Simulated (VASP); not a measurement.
# CuPt (R-3m) in VASP: notebook, part 2 of 2

VASP 6.6.1.

### Step 3. Single point, LDA, collinear spin, ferromagnetic start

File INCAR:

```
SYSTEM = CuPt
PREC     = Accurate       ! precision mode
ENCUT    = 520            ! plane-wave cutoff, eV
EDIFF    = 1E-6           ! SCF threshold, eV
ISMEAR   = -1             ! smearing method
SIGMA    = 0.1            ! smearing width, eV
LREAL    = .FALSE.        ! projectors in reciprocal space
LASPH    = .TRUE.         ! aspherical terms in the spheres
NELM     = 150            ! most SCF steps
ALGO     = Normal         ! electronic algorithm
ISIF     = 2              ! what is computed and relaxed
LWAVE    = .FALSE.        ! write WAVECAR
LCHARG   = .TRUE.         ! write CHGCAR
ISPIN    = 2              ! spin polarisation
MAGMOM   = 0.4 0.4        ! initial moments
LORBIT   = 11             ! projections on sites
NUPDOWN  = 0.8            ! fixed moment
LMAXMIX  = 4              ! l up to which the mixer works
LELF     = .TRUE.         ! ELF
LVHAR    = .TRUE.       
NBANDS   = 22             ! bands
```

File KPOINTS:

```
regular mesh
0
G
  14 14 14
  0 0 0
```

File POSCAR:

```
CuPt
1.0
    1.3622969706      0.7865225227      4.2444549900
   -1.3622969706      0.7865225227      4.2444549900
    0.0000000000     -1.5730450454      4.2444549900
Cu Pt
1 1
Direct
    0.0000000000      0.0000000000      0.0000000000
    0.5000000000      0.5000000000      0.5000000000
```

Potentials or basis: VASP PAW LDA potentials, release 64 (Cu, Pt).

Run with:

```sh
> cat potpaw_LDA.64/Cu/POTCAR potpaw_LDA.64/Pt/POTCAR > POTCAR
> mpirun -np 1 vasp_std > vasp.out
```

OUTCAR:

```text
SYSTEM = CuPt
   PREC = Accurate
   ENCUT = 520
   EDIFF = 1E-6
   ISMEAR = -1
   LREAL = .FALSE.
   LASPH = .TRUE.
   NELM = 150
   ISIF = 2
   ISPIN = 2
   LORBIT = 11
   NUPDOWN = 0.8

 ion  position               nearest neighbor table
   1  0.000  0.000  0.000-   2 2.64   2 2.64   2 2.64   2 2.64   2 2.64   2 2.64
   2  0.500  0.500  0.500-   1 2.64   1 2.64   1 2.64   1 2.64   1 2.64   1 2.64

  LATTYP: Found a trigonal (rhomboedric) cell.
 ALAT       =     4.5265736354
 COS(alpha) =     0.8188516435

  Lattice vectors:

 A1 = (   1.3622969706,   0.7865225227,   4.2444549900)
 A2 = (  -1.3622969706,   0.7865225227,   4.2444549900)
 A3 = (   0.0000000000,  -1.5730450454,   4.2444549900)

Analysis of symmetry for initial positions (statically):
=====================================================================
 Subroutine PRICEL returns:
 Original cell was already a primitive cell.

 Routine SETGRP: Setting up the symmetry group for a
 trigonal (rhombohedral) supercell.

 Subroutine GETGRP returns: Found 12 space group operations
 (whereof 12 operations were pure point group operations)
 out of a pool of 12 trial point group operations.

The static configuration has the point symmetry D_3d.

Analysis of symmetry for dynamics (positions and initial velocities):
=====================================================================
 Subroutine PRICEL returns:
 Original cell was already a primitive cell.

 Routine SETGRP: Setting up the symmetry group for a
 trigonal (rhombohedral) supercell.

 Subroutine GETGRP returns: Found 12 space group operations
 (whereof 12 operations were pure point group operations)
 out of a pool of 12 trial point group operations.

The dynamic configuration has the point symmetry D_3d.

Analysis of structural, dynamic, and magnetic symmetry:
=====================================================================
 Subroutine PRICEL returns:
 Original cell was already a primitive cell.

 Routine SETGRP: Setting up the symmetry group for a
 trigonal (rhombohedral) supercell.

 Subroutine GETGRP returns: Found 12 space group operations
 (whereof 12 operations were pure point group operations)
 out of a pool of 12 trial point group operations.

The overall configuration has the point symmetry D_3d.

 Subroutine INISYM returns: Found 12 space group operations
 (whereof 12 operations are pure point group operations),
 and found     1 'primitive' translations

----------------------------------------------------------------------------------------

                                     Primitive cell

  volume of cell :      27.2870

  direct lattice vectors                    reciprocal lattice vectors
     1.362296971  0.786522523  4.244454990     0.367027169  0.211903235  0.078533836
    -1.362296971  0.786522523  4.244454990    -0.367027169  0.211903235  0.078533836
     0.000000000 -1.573045045  4.244454990     0.000000000 -0.423806469  0.078533836

  length of vectors
     4.526573635  4.526573635  4.526573635     0.431021446  0.431021446  0.431021446

  position of ions in fractional coordinates (direct lattice)
     0.000000000  0.000000000  0.000000000
     0.500000000  0.500000000  0.500000000

  ion indices of the primitive-cell ions
   primitive index   ion index
                 1           1
                 2           2

----------------------------------------------------------------------------------------

 KPOINTS: regular mesh

Automatic generation of k-mesh.
 Grid dimensions read from file:
[... 57 lines left out ...]
   ISTART =      0    job   : 0-new  1-cont  2-samecut
   ICHARG =      2    charge: 1-file 2-atom 10-const
   ISPIN  =      2    spin polarized calculation?
   LNONCOLLINEAR =      F non collinear calculations
   LSORBIT =      F    spin-orbit coupling
   LASPH  =      T    aspherical Exc in radial PAW
   ENCUT  =  520.0 eV  38.22 Ry    6.18 a.u.   8.42  8.42  8.42*2*pi/ulx,y,z
   NELM   =    150;   NELMIN=  2; NELMDL= -5     # of ELM steps
   EDIFF  = 0.1E-05   stopping-criterion for ELM
   LREAL  =      F    real-space projection
   EDIFFG = 0.1E-04   stopping-criterion for IOM
   NSW    =      0    number of steps for IOM
   IBRION =     -1    ionic relax: 0-MD 1-quasi-New 2-CG
   NFREE  =      0    steps in history (QN), initial steepest desc. (CG)
   ISIF   =      2    stress and relaxation
   ISYM   =      2    0-nonsym 1-usesym 2-fastsym
   POTIM  = 0.5000    time-step for ionic-motion
   TEBEG  =    0.0;   TEEND  =   0.0 temperature during run
   PSTRESS=    0.0 pullay stress
   NELECT =      21.0000    total number of electrons
   NUPDOWN=       0.8000    fix difference up-down
   EMIN   =  10.00;   EMAX   =-10.00  energy-range for DOS
   EFERMI =   0.00;   METHOD = LEGACY
   ISMEAR =    -1;   SIGMA  =   0.10  broadening in eV -4-tet -1-fermi 0-gaus
   EFERMI_NEDOS =   21; number of points for ismear=-14 and -15
   IALGO  =     38    algorithm
   IMIX   =      4    mixing-type and parameters
     AMIX     =   0.40;   BMIX     =  1.00
     AMIX_MAG =   1.60;   BMIX_MAG =  1.00
  volume/ion in A,a.u.               =      13.64        92.07
  Fermi-wavevector in a.u.,A,eV,Ry     =   1.500246  2.835054 30.623161  2.250739
  Thomas-Fermi vector in A             =   2.611771
   LORBIT       =     11    0 simple, 1 ext, 2 COOP (PROOUT), +10 PAW based schemes
   GGA     = CA    functional components
   LHFCALC =     F    Hartree Fock is set to
   AEXX    =    0.0000 exact exchange contribution
   IVDW    =     0    specifies the selected vdW correction
   LEPSILON=     F    determine dielectric tensor
   LRPA    =     F    only Hartree local field effects (RPA)
 spin polarized calculation
  energy-cutoff  :      520.00
  volume of cell :       27.29
 maximum number of plane-waves:       747
 NGX is ok and might be reduce to    36
   NGX = 17   NGY = 17   NGZ = 17

 number of electron      21.0000001 magnetization       0.8000000

 Free energy of the ion-electron system (eV)
  ---------------------------------------------------
  ext. energy  EPLUGINS =         0.00000000
  ---------------------------------------------------
  free energy    TOTEN  =       -12.22096985 eV

  energy without entropy =      -12.17363223  energy(sigma->0) =      -12.19730104

 E-fermi :   8.6745     XC(G=0): -13.3267

 val. band max:       10.0323737551   @ k =  -0.4286   0.5000   0.1429
 cond. band min:       8.6774218315   @ k =   0.5000   0.5000  -0.0000
 fundamental gap:     -1.3549519235
 Fermi energy:        10.0474704051

 spin component 1

 k-point     1 :       0.0000    0.0000    0.0000
  band No.  band energies     occupation
      1      -0.6286      1.00000
      2       2.7631      1.00000
      3       5.2281      1.00000
      4       5.2281      1.00000
      5       6.1009      1.00000
      6       6.1009      1.00000
[... 589 lines left out ...]
     21      34.0752      0.00000
     22      35.9327      0.00000

 [... further k-points ...]

 spin component 2

 k-point     1 :       0.0000    0.0000    0.0000
  band No.  band energies     occupation
      1      -0.4866      1.00000
      2       2.9809      1.00000
      3       5.5390      1.00000
      4       5.5390      1.00000
      5       6.2870      1.00000
      6       6.2870      1.00000
[... 589 lines left out ...]
     21      34.2128      0.00000
     22      36.0841      0.00000

 [... further k-points ...]
[... 5 lines left out ...]
  --------------------------------------------------------------------------------------
  -------------------------------------------------------------------------------------
  Total       -1.1125852     -1.1125852     -1.2259834      0.0000000     -0.0000000      0.0000000
  in kB      -65.3262481    -65.3262481    -71.9845064      0.0000000     -0.0000000      0.0000000
  external PRESSURE =     -67.5456675 kB  Pullay stress =       0.0000000 kB

 VOLUME and BASIS-vectors are now :
 -----------------------------------------------------------------------------
  energy-cutoff  :      520.00
  volume of cell :       27.29
      direct lattice vectors                 reciprocal lattice vectors
     1.362296971  0.786522523  4.244454990     0.367027169  0.211903235  0.078533836
    -1.362296971  0.786522523  4.244454990    -0.367027169  0.211903235  0.078533836
     0.000000000 -1.573045045  4.244454990     0.000000000 -0.423806469  0.078533836

 POSITION                                       TOTAL-FORCE (eV/Angst)
 -----------------------------------------------------------------------------------
      0.00000      0.00000      0.00000         0.000000      0.000000      0.000000
      0.00000      0.00000      6.36668         0.000000     -0.000000     -0.000000
 -----------------------------------------------------------------------------------
    total drift:                                0.000000      0.000000      0.000000

  FREE ENERGIE OF THE ION-ELECTRON SYSTEM (eV)
  ---------------------------------------------------
  free  energy   TOTEN  =       -12.2209698532 eV

  energy  without entropy=      -12.1736322281  energy(sigma->0) =      -12.19730104

 total charge

# of ion       s       p       d       tot
------------------------------------------
    1        0.415   0.368   9.183   9.965
    2        0.686   0.630   8.053   9.369
--------------------------------------------------
tot          1.101   0.998  17.236  19.334

 magnetization (x)

# of ion       s       p       d       tot
------------------------------------------
    1        0.017   0.017   0.161   0.195
    2        0.011   0.041   0.512   0.564
--------------------------------------------------
tot          0.028   0.058   0.672   0.758
```

Run time: 19 min. Hardware: 1 thread of Oxide Virtual Turin-like, shared host; peak memory 0.37 GiB.

Results:

* Free energy: -12.2210 eV
* Pressure: -6.8 GPa
* Net moment: 0.80 μB per cell
* Site moments: Cu +0.20; Pt +0.56 μB
* Valence electrons inside the program's atomic spheres: Cu 9.96; Pt 9.37

Stress tensor (GPa, compression positive):
```
-6.53  0.00  0.00
 0.00 -6.53  0.00
 0.00  0.00 -7.20
```

Caveat: spin-orbit coupling is left out, which moves the levels of the heavy elements; the total moment is fixed, so each spin has its own Fermi level.

### Step 4. Single point, LDA, collinear spin, ferromagnetic start

File INCAR:

```
SYSTEM = CuPt
PREC = Accurate
ENCUT = 520
EDIFF = 1E-6
ISMEAR = -1
SIGMA = 0.1
LREAL = .FALSE.
LASPH = .TRUE.
NELM = 150
ALGO = Normal
ISIF = 2
LWAVE = .FALSE.
LCHARG = .TRUE.
ISPIN = 2
MAGMOM = 1.6 1.6
LORBIT = 11
NUPDOWN = 3.2
LMAXMIX = 4
LELF = .TRUE.
LVHAR = .TRUE.
NBANDS = 22
```

File KPOINTS:

```
Automatic mesh
0
G
  14 14 14
  0 0 0
```

POSCAR is that of step 3.

Run with:

```sh
> cat potpaw_LDA.64/Cu/POTCAR potpaw_LDA.64/Pt/POTCAR > POTCAR
> mpirun -np 1 vasp_std > vasp.out
```

Run time: 27 min. Hardware: 1 thread of Oxide Virtual Turin-like, shared host; peak memory 0.37 GiB.

Results (log left out):

- Free energy: -7.6527 eV
- Pressure: 17.1 GPa
- Net moment: 3.20 μB per cell
- Site moments: Cu +0.97; Pt +1.91 μB
- Valence electrons inside the program's atomic spheres: Cu 9.92; Pt 9.28

Stress tensor (GPa, compression positive):
```
19.23  0.00  0.00
 0.00 19.23  0.00
 0.00  0.00 12.97
```

Caveat: spin-orbit coupling is left out, which moves the levels of the heavy elements; the total moment is fixed, so each spin has its own Fermi level.

### Step 5. Single point, LDA, collinear spin, ferromagnetic start

File INCAR:

```
ALGO     = Normal         # electronic algorithm
EDIFF    = 1E-7           # SCF threshold, eV
ENCUT    = 520            # plane-wave cutoff, eV
ISIF     = 2              # what is computed and relaxed
ISMEAR   = -1             # smearing method
ISPIN    = 2              # spin polarisation
LASPH    = True           # aspherical terms in the spheres
LCHARG   = False          # write CHGCAR
LMAXMIX  = 4              # l up to which the mixer works
LORBIT   = 11             # projections on sites
LREAL    = False          # projectors in reciprocal space
LWAVE    = False          # write WAVECAR
MAGMOM   = 1.6 1.6        # initial moments
NBANDS   = 22             # bands
NELM     = 150            # most SCF steps
NUPDOWN  = 3.2            # fixed moment
PREC     = Accurate       # precision mode
SIGMA    = 0.1            # smearing width, eV
```

File KPOINTS:

```
k-points
0
Gamma
  14 14 14
```

POSCAR is that of step 4.

Run with:

```sh
> cat potpaw_LDA.64/Cu/POTCAR potpaw_LDA.64/Pt/POTCAR > POTCAR
> mpirun -np 1 vasp_std > vasp.out
```

Run time: 30 min. Hardware: 1 thread of Oxide Virtual Turin-like, shared host; peak memory 0.36 GiB.

It converged, with:

```
Free energy                                           : -7.6527 eV
Pressure                                              : 17.0 GPa
Net moment                                            : 3.20 μB per cell
Site moments                                          : Cu +0.97; Pt +1.90 μB
Valence electrons inside the program's atomic spheres : Cu 9.92; Pt 9.28
```

Stress tensor (GPa, compression positive):
```
19.06  0.00  0.00
 0.00 19.06  0.00
 0.00  0.00 12.81
```

Caveat: spin-orbit coupling is left out, which moves the levels of the heavy elements; the total moment is fixed, so each spin has its own Fermi level.
